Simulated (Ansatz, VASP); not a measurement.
Two plane-wave programs on Cd2H

Contents of INCAR:

```
SYSTEM = Cd2H
PREC     = Accurate       ! precision mode
ENCUT    = 630            ! plane-wave cutoff, eV
EDIFF    = 1E-7           ! SCF threshold, eV
ISMEAR   = 0              ! smearing method
SIGMA    = 0.1            ! smearing width, eV
LREAL    = .FALSE.        ! projectors in reciprocal space
LASPH    = .TRUE.         ! aspherical terms in the spheres
NELM     = 120            ! most SCF steps
ALGO     = Normal         ! electronic algorithm
ISIF     = 3              ! what is computed and relaxed
LWAVE    = .FALSE.        ! write WAVECAR
LCHARG   = .FALSE.        ! write CHGCAR
GGA      = PE             ! functional
IBRION   = 2              ! ionic algorithm
NSW      = 90             ! ionic steps
EDIFFG   = -0.04          ! ionic threshold
GGA_COMPAT= .FALSE.      
NELMIN   = 4
```

File KPOINTS:

```
Automatic mesh
0
G
  4 4 4
  0 0 0
```

The input POSCAR:

```
Cd2H
1.0
    0.0000000000      3.7857268619      3.7857268619
    3.7857268619      0.0000000000      3.7857268619
    3.7857268619      3.7857268619      0.0000000000
Cd H
4 2
Direct
    0.6250000000      0.6250000000      0.6250000000
    0.1250000000      0.6250000000      0.6250000000
    0.6250000000      0.6250000000      0.1250000000
    0.6250000000      0.1250000000      0.6250000000
    0.0000000000      0.0000000000      0.0000000000
    0.2500000000      0.2500000000      0.2500000000
```

Input for Ansatz:

```yaml
crystal:
  lattice:
    - [0.0, 3.7857268619, 3.7857268619]
    - [3.7857268619, 0.0, 3.7857268619]
    - [3.7857268619, 3.7857268619, 0.0]
  atoms:
    - { symbol: Cd, position: [0.625, 0.625, 0.625] }
    - { symbol: Cd, position: [0.125, 0.625, 0.625] }
    - { symbol: Cd, position: [0.625, 0.625, 0.125] }
    - { symbol: Cd, position: [0.625, 0.125, 0.625] }
    - { symbol: H, position: [0.0, 0.0, 0.0] }
    - { symbol: H, position: [0.25, 0.25, 0.25] }
basis:
  ecutwfc: 420
kpoints:
  mp_grid: { grid: [4, 4, 4] }
hamiltonian:
  xc: pbe
scf:
  occupations: { method: gaussian, width: 0.1 }
  lower_state_search: "off"
output:
  forces: true
  stress: true
  eigenvalues: true
relax:
  adjacent_minimum: "off"
  f_tol: 0.04
  max_steps: 70
  cell: { stress_tol: 0.4 }
```

Alike in both runs: task relaxation of cell and atoms; functional PBE; k mesh 4 × 4 × 4; occupations gaussian, width 0.1 eV; no spin polarisation.

|  | VASP | Ansatz |
| --- | --- | --- |
| version | VASP 6.6.1 | Ansatz 0.2.0 |
| potentials or method | VASP PAW PBE potentials, release 64 (Cd_sv_GW, H), cutoff 630 eV | scalar-relativistic, plane waves, PAW |
| valence electrons in the cell | 82 | 82 |

Ansatz gave:

| Property | Result |
| --- | --- |
| gap on the k mesh at the Fermi level, each at its own relaxed structure (eV) | none |
| relaxed volume (Å³/atom) | 22.38 |
| relaxed length of the cell vector where the two differ most in proportion (Å) | 5.748 |

Question: What did VASP give for the same quantities?

Answer: gap on the k mesh at the Fermi level, each at its own relaxed structure (eV): none; relaxed volume (Å³/atom): 21.71; relaxed length of the cell vector where the two differ most in proportion (Å): 5.690.

A gap of «none» marks a metal or a gap that the smearing closes.

Noted on VASP's run: the volume moved by over 15 % at a fixed basis, so the end points are rough.
